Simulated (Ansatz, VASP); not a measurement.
# Al in VASP and in Ansatz

```
Al
1.0
     2.72586    0.00000    0.00000
    -1.36293    2.36066    0.00000
     0.00000    0.00000    9.05971
Al
4
Cartesian
  0.0000 0.0000 9.0597
  0.0000 0.0000 4.5299
  0.0000 1.5738 2.2649
  1.3629 0.7869 6.7948
```

Alike in both runs: task single point; functional PBE; k mesh 17 × 17 × 5; occupations fermi-dirac, width 0.1 eV; no spin polarisation.

|  | VASP | Ansatz |
| --- | --- | --- |
| version | VASP 6.6.1 | Ansatz 0.2.0 |
| potentials or method | VASP PAW PBE potentials, release 64 (Al), cutoff 520 eV | plane waves (420 eV) with PAW, scalar-relativistic |
| valence electrons in the cell | 12 | 12 |

VASP gave:

| Property | Result |
| --- | --- |
| pressure (GPa) | 13.1 |
| traceless stress, the component that is largest in VASP (GPa) | -1.23 |

Question: What did Ansatz give for the same quantities?

Answer: Pressure (GPa): 13.2; traceless stress, the component that is largest in VASP (GPa): -1.23.
